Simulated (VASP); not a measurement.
Crystal: Al.

```
Al
1.0
     0.00000    2.02481    2.02481
     2.02481    0.00000    2.02481
     2.02481    2.02481    0.00000
Al
1
Direct
  0.00000 0.00000 0.00000
```

```yaml
Program: VASP 6.6.1
Task: relaxation of cell and atoms
Functional: SVWN5
Potentials_or_basis: VASP PAW PBE potentials, release 64 (Al)
Cutoff: 600 eV
k_mesh: 11 × 11 × 11
Occupations: fermi-dirac, width 0.05 eV
Spin: no spin polarisation
```

At the start: pressure -3.3 GPa; volume 16.60 Å³/atom.

**Question.** How do energy, volume and symmetry change on relaxing?

**Answer.** Over 3 steps the energy falls by 7.6 meV/atom and the volume is 15.90 Å³/atom (-4.2 %); space group Fm-3m (No. 225, to 0.05 Å).

The path:
```tsv
step	energy change (eV)	largest force (eV/Å)	pressure (GPa)	volume (Å³)
1	0.0000	0.0000	-3.34	16.60
2	-0.0074	0.0000	0.62	15.78
3	-0.0076	0.0000	0.01	15.90
```

Final structure:
```xyz
1
Lattice="0.0000 1.9957 1.9957 1.9957 0.0000 1.9957 1.9957 1.9957 0.0000" Properties=species:S:1:pos:R:3 pbc="T T T"
Al    0.0000    0.0000    0.0000
```

The cell as given is a measured one (16.60 Å³/atom); SVWN5 puts the equilibrium volume -4.2 % from it, thermal expansion not counted.

Caveat: the PAW data sets were made with another functional, which shifts forces and pressure a little.
